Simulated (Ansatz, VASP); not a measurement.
# GaSbTe2S: VASP beside Ansatz

The input INCAR:

```
SYSTEM = GaSbTe2S
PREC = Accurate
ENCUT = 520
EDIFF = 1E-6
ISMEAR = 0
SIGMA = 0.1
LREAL = .FALSE.
LASPH = .TRUE.
NELM = 100
ALGO = Normal
ISIF = 2
LWAVE = .FALSE.
LCHARG = .FALSE.
GGA = PE
NBANDS = 47
```

KPOINTS

```
regular mesh
0
G
  4 2 2
  0 0 0
```

Contents of POSCAR:

```
GaSbTe2S
1.0
    4.1885995742      0.0000000000      0.0000000000
   -0.0289668395      7.8092028846      0.0000000000
   -1.6653025997     -0.0852260944     10.1572161316
Ga Sb Te S
2 2 4 2
Direct
    0.3087338833      0.4110757057      0.0439204456
    0.3109056924      0.0937966684      0.0441789761
    0.9612779624      0.4955114296      0.4712793402
    0.9604547588      0.9987669811      0.4727362112
    0.8678146158      0.9807216873      0.1809611539
    0.8659264102      0.5260253378      0.1829287511
    0.2956502288      0.9280394344      0.8118918282
    0.2840280958      0.5721736138      0.8122988812
    0.5699155055      0.7468841910      0.4803260147
    0.5752928471      0.2470049508      0.4994783978
```

Input for Ansatz:

```yaml
crystal:
  lattice:
    - [4.1885995742, 0.0, 0.0]
    - [-0.0289668395, 7.8092028846, 0.0]
    - [-1.6653025997, -0.0852260944, 10.1572161316]
  atoms:
    - { symbol: Ga, position: [0.3087338833, 0.4110757057, 0.0439204456] }
    - { symbol: Ga, position: [0.3109056924, 0.0937966684, 0.0441789761] }
    - { symbol: Sb, position: [0.9612779624, 0.4955114296, 0.4712793402] }
    - { symbol: Sb, position: [0.9604547588, 0.9987669811, 0.4727362112] }
    - { symbol: Te, position: [0.8678146158, 0.9807216873, 0.1809611539] }
    - { symbol: Te, position: [0.8659264102, 0.5260253378, 0.1829287511] }
    - { symbol: Te, position: [0.2956502288, 0.9280394344, 0.8118918282] }
    - { symbol: Te, position: [0.2840280958, 0.5721736138, 0.8122988812] }
    - { symbol: S, position: [0.5699155055, 0.746884191, 0.4803260147] }
    - { symbol: S, position: [0.5752928471, 0.2470049508, 0.4994783978] }
basis:
  ecutwfc: 420
kpoints:
  mp_grid: { grid: [4, 2, 2] }
hamiltonian:
  xc: pbe
scf:
  occupations: { method: gaussian, width: 0.1 }
  lower_state_search: "off"
output:
  forces: true
  stress: true
  eigenvalues: true
```

Change from the starting cell: the structure that the rattled cell fell into.

Alike in both runs: task single point; functional PBE; k mesh 4 × 2 × 2; occupations gaussian, width 0.1 eV; no spin polarisation.

|  | VASP | Ansatz |
| --- | --- | --- |
| version | VASP 6.6.1 | Ansatz 0.2.0 |
| potentials or method | VASP PAW PBE potentials, release 64 (Ga_d, Sb, Te, S), cutoff 520 eV | scalar-relativistic, plane waves, PAW |
| valence electrons in the cell | 72 | 132 |

Ansatz gave:

```
gap on the k mesh at the Fermi level (eV)                     : none
pressure (GPa)                                                : 0.0
traceless stress, the component that is largest in VASP (GPa) : 1.00
rms of the force components (eV/Å)                            : 0.074
```

Estimate VASP's values.

gap on the k mesh at the Fermi level (eV): none; pressure (GPa): 0.0; traceless stress, the component that is largest in VASP (GPa): 1.00; rms of the force components (eV/Å): 0.075.

Atom by atom the forces differ by 0.006 eV/Å (rms over components). A gap of «none» marks a metal or a gap that the smearing closes. The functional is the same, so the differences come from potentials, cutoffs and numerics. VASP's potentials hold 72 valence electrons a cell and Ansatz's 132, so a difference there can come from the potentials and not from the codes.

The k mesh is coarse, so the values compare programs but aren't converged. Spin-orbit coupling is off throughout.
